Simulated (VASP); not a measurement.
Here is a VASP 6.6.1 calculation.

Contents of INCAR:

```
PREC = Accurate
ENCUT = 520
EDIFF = 1E-6
ISMEAR = 0
SIGMA = 0.15
LREAL = False
LASPH = True
NELM = 100
ALGO = Fast
ISIF = 2
LWAVE = False
LCHARG = True
GGA = PS
LELF = True
LVHAR = True
NBANDS = 21
```

KPOINTS

```
Automatic mesh
0
Gamma
  21 21 12
```

The input POSCAR:

```
Ru
1.0
    2.7910486179      0.0000000000      0.0000000000
   -1.3955243089      2.4171190063      0.0000000000
    0.0000000000      0.0000000000      4.1385668907
Ru
2
Direct
    0.3333333333      0.6666666667      0.2500000000
    0.6666666667      0.3333333333      0.7500000000
```

Potentials or basis: VASP PAW PBE potentials, release 64 (Ru_pv).

Launch:

```console
$ cat potpaw_PBE.64/Ru_pv/POTCAR > POTCAR
$ mpirun -np 1 vasp_std > vasp.out
```

(1) Estimate the band gap on the k mesh.

(2) Estimate the pressure.

Answers

(1) zero (band 14 reaches 13.46 eV, above the bottom of band 15 at 10.46 eV).

(2) -12.5 GPa.

Caveat: the PAW data sets were made with another functional, which shifts forces and pressure a little.
